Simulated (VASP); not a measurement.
## PbS (Galena): single point with PBE+D4

Crystal: PbS (Galena).

```xyz
2
Lattice="-0.0839 2.9674 3.0348 2.8987 -0.0189 2.9698 2.8989 2.9026 -0.0191" Properties=species:S:1:pos:R:3 pbc="T T T"
Pb    2.8395    0.0369    2.9738
S     2.8773    2.9292    2.9468
```

```
Program             : VASP 6.6.1
Task                : single point
Functional          : PBE
Dispersion          : D4
Potentials or basis : VASP PAW PBE potentials, release 64 (Pb_d, S)
Cutoff              : 520 eV
k mesh              : 4 × 4 × 4
Occupations         : gaussian, width 0.01 eV
Spin                : no spin polarisation
```

```json
{
 "Pressure": "0.3 GPa",
 "Largest force": "0.038 eV/Å",
 "Band gap on the k mesh": "0.24 eV, indirect (least direct gap 0.36 eV)",
 "Dispersion energy per atom": "-0.379 eV"
}
```

Forces on the atoms (eV/Å):
```
Pb  -0.006  0.006  0.037
S    0.006 -0.006 -0.037
```

Stress tensor (GPa, compression positive):
```
 1.60  0.57  0.56
 0.57  1.21 -0.33
 0.56 -0.33 -1.78
```

Levels at points of the mesh, in eV from the valence-band top:
| k point | band 7 | band 8 | band 9 | band 10 | band 11 | band 12 | band 13 | band 14 |
| --- | --- | --- | --- | --- | --- | --- | --- | --- |
| (0.00, 0.00, 0.00) | -6.07 | -2.41 | -2.18 | -2.05 | 4.78 | 5.23 | 5.36 | 6.56 |
| (0.50, 0.00, 0.00) | -8.98 | -1.78 | -1.72 | 0.00 | 0.62 | 2.07 | 2.25 | 8.56 |
| (0.00, 0.50, 0.00) | -8.86 | -1.95 | -1.80 | -0.07 | 0.29 | 1.82 | 2.10 | 8.61 |
| (0.50, 0.50, 0.00) | -7.17 | -5.19 | -3.56 | -3.32 | 3.81 | 5.29 | 5.76 | 5.90 |
| (0.00, 0.00, 0.50) | -8.86 | -1.90 | -1.84 | -0.10 | 0.32 | 1.86 | 2.01 | 8.58 |
| (0.50, 0.00, 0.50) | -7.29 | -5.23 | -3.66 | -3.32 | 3.72 | 5.40 | 5.56 | 5.99 |
| (0.00, 0.50, 0.50) | -7.32 | -5.21 | -3.62 | -3.37 | 3.75 | 5.30 | 5.61 | 5.98 |
| (0.50, 0.50, 0.50) | -8.82 | -1.94 | -1.87 | -0.12 | 0.24 | 1.80 | 1.93 | 8.60 |

Run time: 18 s on 1 thread of Intel Xeon 6975P-C, with other jobs on the host, peak memory 0.19 GiB.

Caveat: the k points lie up to 0.46 Å⁻¹ apart; spin-orbit coupling is left out, which moves the levels of the heavy elements. A k mesh can miss the band edges.
